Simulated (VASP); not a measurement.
# MgO (Fm-3m) in VASP: single point with r2SCAN+rVV10

Aim: the single point of MgO with r2SCAN+rVV10.

Everything below comes from runs of VASP 6.6.1. Logs are shortened: lines on timing, memory, paths and dates and some standing lists are left out, and cuts for length are marked.

## 1. The cell of the first run

The structure is cubic, space group Fm-3m (No. 225). The conventional cell has a = 4.109 Å, b = 4.109 Å, c = 4.109 Å, α = 90.00°, β = 90.00°, γ = 90.00°. Mg (site symmetry m-3m) has 6 O at 2.05 Å within 2.7 Å. Within 2.7 Å of O (site symmetry m-3m) lie 6 Mg at 2.05 Å.

## 2. Single point, r2SCAN+rVV10

File POSCAR:

```
MgO
1.0
    0.0000000000      2.0545452210      2.0545452210
    2.0545452210      0.0000000000      2.0545452210
    2.0545452210      2.0545452210      0.0000000000
Mg O
1 1
Direct
    0.0000000000      0.0000000000      0.0000000000
    0.5000000000      0.5000000000      0.5000000000
```

File INCAR.step1:

```
SYSTEM = MgO
ALGO     = Normal         ! electronic algorithm
EDIFF    = 1E-5           ! SCF threshold, eV
ENCUT    = 920            ! plane-wave cutoff, eV
GGA      = PE             ! functional
GGA_COMPAT= .False.      
ISMEAR   = 0              ! smearing method
LASPH    = .True.         ! aspherical terms in the spheres
LCHARG   = .False.        ! write CHGCAR
LREAL    = .False.        ! projectors in reciprocal space
LWAVE    = .True.         ! write WAVECAR
NBANDS   = 15             ! bands
NELM     = 120            ! most SCF steps
PREC     = Accurate       ! precision mode
SIGMA    = 0.02           ! smearing width, eV
```

File INCAR.step2:

```
SYSTEM = MgO
ALGO     = Normal         ! electronic algorithm
BPARAM   = 11.95        
CPARAM   = 0.0093       
EDIFF    = 1E-6           ! SCF threshold, eV
ENCUT    = 920            ! plane-wave cutoff, eV
GGA_COMPAT= .False.      
ISIF     = 2              ! what is computed and relaxed
ISMEAR   = 0              ! smearing method
ISTART   = 1            
IVDW_NL  = 2            
LASPH    = .True.         ! aspherical terms in the spheres
LCHARG   = .False.        ! write CHGCAR
LMIXTAU  = .True.       
LREAL    = .False.        ! projectors in reciprocal space
LUSE_VDW = .True.       
LWAVE    = .False.        ! write WAVECAR
METAGGA  = R2SCAN         ! meta-GGA
NBANDS   = 15             ! bands
NELM     = 120            ! most SCF steps
PREC     = Accurate       ! precision mode
SIGMA    = 0.02           ! smearing width, eV
```

File KPOINTS:

```
k-points
0
Gamma
  10 10 10
  0 0 0
```

Potentials or basis: VASP PAW PBE potentials, release 64 (Mg_sv, O).

Command:

```bash
$ cat potpaw_PBE.64/Mg_sv/POTCAR potpaw_PBE.64/O/POTCAR > POTCAR
$ cp INCAR.step1 INCAR
$ mpirun -np 1 vasp_std > vasp.out
$ cp INCAR.step2 INCAR
$ mpirun -np 1 vasp_std > vasp.out
```

OUTCAR:

```text
SYSTEM = MgO
   BPARAM = 11.95
   EDIFF = 1E-6
   ENCUT = 920
   ISIF = 2
   ISMEAR = 0
   ISTART = 1
   IVDW_NL = 2
   LASPH = .True.
   LREAL = .False.
   METAGGA = R2SCAN
   NELM = 120
   PREC = Accurate

 ion  position               nearest neighbor table
   1  0.000  0.000  0.000-   2 2.05   2 2.05   2 2.05   2 2.05   2 2.05   2 2.05
   2  0.500  0.500  0.500-   1 2.05   1 2.05   1 2.05   1 2.05   1 2.05   1 2.05

  LATTYP: Found a face centered cubic cell.
 ALAT       =     4.1090904420

  Lattice vectors:

 A1 = (   0.0000000000,   2.0545452210,   2.0545452210)
 A2 = (   2.0545452210,   0.0000000000,   2.0545452210)
 A3 = (   2.0545452210,   2.0545452210,   0.0000000000)

Analysis of symmetry for initial positions (statically):
=====================================================================
 Subroutine PRICEL returns:
 Original cell was already a primitive cell.

 Routine SETGRP: Setting up the symmetry group for a
 face centered cubic supercell.

 Subroutine GETGRP returns: Found 48 space group operations
 (whereof 48 operations were pure point group operations)
 out of a pool of 48 trial point group operations.

The static configuration has the point symmetry O_h .

Analysis of symmetry for dynamics (positions and initial velocities):
=====================================================================
 Subroutine PRICEL returns:
 Original cell was already a primitive cell.

 Routine SETGRP: Setting up the symmetry group for a
 face centered cubic supercell.

 Subroutine GETGRP returns: Found 48 space group operations
 (whereof 48 operations were pure point group operations)
 out of a pool of 48 trial point group operations.

The dynamic configuration has the point symmetry O_h .

 Subroutine INISYM returns: Found 48 space group operations
 (whereof 48 operations are pure point group operations),
 and found     1 'primitive' translations

----------------------------------------------------------------------------------------

                                     Primitive cell

  volume of cell :      17.3451

  direct lattice vectors                    reciprocal lattice vectors
     0.000000000  2.054545221  2.054545221    -0.243362860  0.243362860  0.243362860
     2.054545221  0.000000000  2.054545221     0.243362860 -0.243362860  0.243362860
     2.054545221  2.054545221  0.000000000     0.243362860  0.243362860 -0.243362860

  length of vectors
     2.905565716  2.905565716  2.905565716     0.421516837  0.421516837  0.421516837

  position of ions in fractional coordinates (direct lattice)
     0.000000000  0.000000000  0.000000000
     0.500000000  0.500000000  0.500000000

  ion indices of the primitive-cell ions
   primitive index   ion index
                 1           1
                 2           2

----------------------------------------------------------------------------------------

 KPOINTS: k-points

Automatic generation of k-mesh.
 Grid dimensions read from file:
 generate k-points for:   10   10   10

 Generating k-lattice:

  Cartesian coordinates                     Fractional coordinates (reciprocal lattice)
    -0.024336286  0.024336286  0.024336286     0.100000000  0.000000000  0.000000000
     0.024336286 -0.024336286  0.024336286     0.000000000  0.100000000  0.000000000
     0.024336286  0.024336286 -0.024336286     0.000000000  0.000000000  0.100000000

  Length of vectors
     0.042151684  0.042151684  0.042151684

  Shift w.r.t. Gamma in fractional coordinates (k-lattice)
     0.000000000  0.000000000  0.000000000

 Subroutine IBZKPT returns following result:
 ===========================================

 Found     47 irreducible k-points:

 Following reciprocal coordinates:
            Coordinates               Weight
  0.000000  0.000000  0.000000      1.000000
  0.100000  0.000000  0.000000      8.000000
  0.200000  0.000000  0.000000      8.000000
  0.300000  0.000000  0.000000      8.000000
  0.400000  0.000000  0.000000      8.000000
  0.500000  0.000000  0.000000      4.000000
[... 16 lines left out ...]
  0.300000  0.300000  0.000000      6.000000
  0.400000  0.300000  0.000000     24.000000
 [... further k-points ...]
   k-points           NKPTS =     47   k-points in BZ     NKDIM =     47   number of bands    NBANDS=     15
   number of dos      NEDOS =    301   number of ions     NIONS =      2
   total plane-waves  NPLWV =  27000
   dimension x,y,z NGX =    30 NGY =   30 NGZ =   30
   dimension x,y,z NGXF=    60 NGYF=   60 NGZF=   60
   ions per type =               1   1
   NGX,Y,Z   is equivalent  to a cutoff of  17.16, 17.16, 17.16 a.u.
   NGXF,Y,Z  is equivalent  to a cutoff of  34.33, 34.33, 34.33 a.u.
 SYSTEM =  MgO
   PREC   = accura    normal or accurate (medium, high low for compatibility)
   ISTART =      1    job   : 0-new  1-cont  2-samecut
   ICHARG =      0    charge: 1-file 2-atom 10-const
   ISPIN  =      1    spin polarized calculation?
   LNONCOLLINEAR =      F non collinear calculations
   LSORBIT =      F    spin-orbit coupling
   LASPH  =      T    aspherical Exc in radial PAW
   ENCUT  =  920.0 eV  67.62 Ry    8.22 a.u.   7.19  7.19  7.19*2*pi/ulx,y,z
   NELM   =    120;   NELMIN=  2; NELMDL=  0     # of ELM steps
   EDIFF  = 0.1E-05   stopping-criterion for ELM
   LREAL  =      F    real-space projection
   EDIFFG = 0.1E-04   stopping-criterion for IOM
   NSW    =      0    number of steps for IOM
   IBRION =     -1    ionic relax: 0-MD 1-quasi-New 2-CG
   NFREE  =      0    steps in history (QN), initial steepest desc. (CG)
   ISIF   =      2    stress and relaxation
   ISYM   =      2    0-nonsym 1-usesym 2-fastsym
   POTIM  = 0.5000    time-step for ionic-motion
   TEBEG  =    0.0;   TEEND  =   0.0 temperature during run
   PSTRESS=    0.0 pullay stress
   NELECT =      16.0000    total number of electrons
   NUPDOWN=      -1.0000    fix difference up-down
   EMIN   =  10.00;   EMAX   =-10.00  energy-range for DOS
   EFERMI =   0.00;   METHOD = LEGACY
   ISMEAR =     0;   SIGMA  =   0.02  broadening in eV -4-tet -1-fermi 0-gaus
   EFERMI_NEDOS =   21; number of points for ismear=-14 and -15
   IALGO  =     38    algorithm
   IMIX   =      4    mixing-type and parameters
     AMIX     =   0.40;   BMIX     =  1.00
     AMIX_MAG =   1.60;   BMIX_MAG =  1.00
  volume/ion in A,a.u.               =       8.67        58.53
  Fermi-wavevector in a.u.,A,eV,Ry     =   1.593636  3.011535 34.554384  2.539676
  Thomas-Fermi vector in A             =   2.691835
   LORBIT       =      0    0 simple, 1 ext, 2 COOP (PROOUT), +10 PAW based schemes
   METAGGA = R2SCAN    functional components
   LHFCALC =     F    Hartree Fock is set to
   AEXX    =    0.0000 exact exchange contribution
   IVDW_NL    =     2    kernel type
   BPARAM     =11.9500
   IVDW    =     0    specifies the selected vdW correction
   LEPSILON=     F    determine dielectric tensor
   LRPA    =     F    only Hartree local field effects (RPA)
 non-spin polarized calculation
 Gauss-broadening in eV      SIGMA  =   0.02
  energy-cutoff  :      920.00
  volume of cell :       17.35
 maximum number of plane-waves:      1113
 NGX is ok and might be reduce to    30
   NGX = 15   NGY = 15   NGZ = 15

 number of electron      16.0000006 magnetization

 Free energy of the ion-electron system (eV)
  ---------------------------------------------------
  ext. energy  EPLUGINS =         0.00000000
  ---------------------------------------------------
  free energy    TOTEN  =       -15.63383199 eV

  energy without entropy =      -15.63383199  energy(sigma->0) =      -15.63383199

 E-fermi :   3.1511     XC(G=0): -12.5023

 val. band max:        3.0362909337   @ k =   0.0000   0.0000   0.0000
 cond. band min:       9.4192811437   @ k =   0.0000   0.0000   0.0000
 fundamental gap:      6.3829902101
 Fermi energy:         3.1511186850

 k-point     1 :       0.0000    0.0000    0.0000
  band No.  band energies     occupation
      1     -71.6168      2.00000
      2     -36.6989      2.00000
      3     -36.6989      2.00000
      4     -36.6989      2.00000
      5     -15.5496      2.00000
      6       3.0363      2.00000
      7       3.0363      2.00000
      8       3.0363      2.00000
      9       9.4193      0.00000
     10      20.2935      0.00000
     11      20.2935      0.00000
     12      20.2935      0.00000
     13      24.5952      0.00000
     14      26.5431      0.00000
     15      26.5431      0.00000

 k-point     2 :       0.1000    0.0000    0.0000
  band No.  band energies     occupation
      1     -71.6158      2.00000
      2     -36.7102      2.00000
      3     -36.6999      2.00000
      4     -36.6999      2.00000
      5     -15.4271      2.00000
      6       2.3859      2.00000
      7       2.9569      2.00000
      8       2.9569      2.00000
      9      10.0321      0.00000
     10      19.0202      0.00000
     11      20.5761      0.00000
     12      20.5761      0.00000
     13      25.9433      0.00000
     14      25.9433      0.00000
     15      26.4405      0.00000

 k-point     3 :       0.2000    0.0000    0.0000
  band No.  band energies     occupation
      1     -71.6129      2.00000
      2     -36.7397      2.00000
      3     -36.7025      2.00000
      4     -36.7025      2.00000
      5     -15.0906      2.00000
      6       0.9905      2.00000
      7       2.7561      2.00000
      8       2.7561      2.00000
      9      11.2341      0.00000
     10      17.5338      0.00000
     11      21.1968      0.00000
     12      21.1968      0.00000
     13      25.2922      0.00000
     14      25.2922      0.00000
     15      28.0692      0.00000
[... 343 lines left out ...]
 k-point    23 :       0.3000    0.3000    0.0000
  band No.  band energies     occupation
      1     -71.6067      2.00000
      2     -36.7651      2.00000
      3     -36.7233      2.00000
      4     -36.7233      2.00000
      5     -14.4330      2.00000
      6      -0.3187      2.00000
      7       2.0063      2.00000
      8       2.0063      2.00000
      9      13.7268      0.00000
     10      14.5366      0.00000
     11      19.5695      0.00000
     12      23.2030      0.00000
     13      23.2030      0.00000
     14      29.4325      0.00000
     15      33.7025      0.00000

 k-point    24 :       0.4000    0.3000    0.0000
  band No.  band energies     occupation
      1     -71.6043      2.00000
      2     -36.7789      2.00000
      3     -36.7305      2.00000
      4     -36.7272      2.00000
      5     -14.1606      2.00000
      6      -0.7918      2.00000
      7       1.6094      2.00000
      8       1.8423      2.00000
      9      14.1068      0.00000
     10      14.7041      0.00000
     11      18.6870      0.00000
     12      23.5754      0.00000
     13      23.8119      0.00000
     14      30.3159      0.00000
     15      33.1629      0.00000

 [... further k-points ...]

------------------------ aborting loop because EDIFF is reached ----------------------------------------

  FORCE on cell =-STRESS in cart. coord.  units (eV):
  Direction    XX          YY          ZZ          XY          YZ          ZX
  --------------------------------------------------------------------------------------
  -------------------------------------------------------------------------------------
  Total        1.3661786      1.3661786      1.3661786      0.0000000      0.0000000      0.0000000
  in kB      126.1946492    126.1946492    126.1946492      0.0000000      0.0000000      0.0000000
  external PRESSURE =     126.1946492 kB  Pullay stress =       0.0000000 kB

 VOLUME and BASIS-vectors are now :
 -----------------------------------------------------------------------------
  energy-cutoff  :      920.00
  volume of cell :       17.35
      direct lattice vectors                 reciprocal lattice vectors
     0.000000000  2.054545221  2.054545221    -0.243362860  0.243362860  0.243362860
     2.054545221  0.000000000  2.054545221     0.243362860 -0.243362860  0.243362860
     2.054545221  2.054545221  0.000000000     0.243362860  0.243362860 -0.243362860

 POSITION                                       TOTAL-FORCE (eV/Angst)
 -----------------------------------------------------------------------------------
      0.00000      0.00000      0.00000         0.000000      0.000000      0.000000
      2.05455      2.05455      2.05455         0.000000      0.000000      0.000000
 -----------------------------------------------------------------------------------
    total drift:                                0.000000      0.000000      0.000000

  FREE ENERGIE OF THE ION-ELECTRON SYSTEM (eV)
  ---------------------------------------------------
  free  energy   TOTEN  =       -15.6338319922 eV

  energy  without entropy=      -15.6338319922  energy(sigma->0) =      -15.63383199
```

Run time: 2.2 min. Hardware: 1 thread of Intel Xeon Platinum 8375C at 2.90GHz (Ice Lake), shared host; peak memory 0.29 GiB.

Results:

- Free energy: -15.6338 eV
- Pressure: 12.6 GPa
- Band gap on the k mesh: 6.38 eV

Caveat: the cell stands under pressure; the PAW data sets were made with another functional, which shifts forces and pressure a little.
